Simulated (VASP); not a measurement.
Runs of VASP 6.6.1 on TaSb (rocksalt type). The structure is that of space group Fm-3m (No. 225), or close to it. The cells are those of the table. 

```tsv
level	potentials or basis	cell	k mesh	gap on the mesh (eV)	pressure (GPa)
revPBE	VASP PAW PBE potentials, release 64 (Ta_pv, Sb)	a = 3.305 Å, angles 60.0°, 2 atoms	13 × 13 × 13	none	234.0
LDA	VASP PAW LDA potentials, release 64 (Ta_pv, Sb)	a = 3.479 Å, angles 60.0°, 2 atoms	13 × 13 × 13	none	108.1
LDA	VASP PAW LDA potentials, release 64 (Ta_pv, Sb)	a = 3.783 Å, angles 60.0°, 2 atoms	13 × 13 × 13	none	(b)
LDA	VASP PAW LDA potentials, release 64 (Ta_pv, Sb)	a = 3.638 Å, angles 60.0°, 2 atoms	13 × 13 × 13	none	51.2
LDA	VASP PAW LDA potentials, release 64 (Ta_pv, Sb)	a = 3.479 Å, angles 60.0°, 2 atoms	13 × 13 × 13, shifted	none	(a)
```

Alike in all rows: task single point; no spin polarisation; cutoff (eV) 520; smearing fermi-dirac 0.05 eV.

Problem. Fill in the values left out.

Solution. (a) 108.0; (b) 19.1.

Caveats: the cell stands under pressure; spin-orbit coupling is left out, which moves the levels of the heavy elements; the PAW data sets were made with another functional, which shifts forces and pressure a little (at least some runs).

A k mesh can miss the band edges, and the runs leave out spin-orbit coupling on Sb, Ta.

A gap of «none» marks levels without a gap at the run's occupations.
